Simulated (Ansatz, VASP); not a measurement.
**Two plane-wave programs on W**

```
W
1.0
     0.00000    2.03000    2.09090
     2.03000    0.00000    2.09090
     2.03000    2.03000    0.00000
W
1
Direct
  0.00000 0.00000 0.00000
```

Change from the starting cell: strain +0.000 along x and y, +0.030 along z, atoms carried along.

Alike in both runs: task single point; functional PBE; k mesh 20 × 20 × 20; occupations gaussian, width 0.15 eV; no spin polarisation.

|  | VASP | Ansatz |
| --- | --- | --- |
| version | VASP 6.6.1 | Ansatz 0.2.0 |
| potentials or method | VASP PAW PBE potentials, release 64 (W_sv), cutoff 520 eV | scalar-relativistic, plane waves, PAW |
| valence electrons in the cell | 14 | 14 |

|  | VASP | Ansatz | Ansatz less VASP |
| --- | --- | --- | --- |
| gap on the k mesh at the Fermi level (eV) | none | none | - |
| pressure (GPa) | -11.7 | -12.0 | -0.30 |
| traceless stress, the component that is largest in VASP (GPa) | 5.18 | 5.16 | -0.019 |

A gap of «none» marks a metal or a gap that the smearing closes.

Spin-orbit coupling is off throughout.
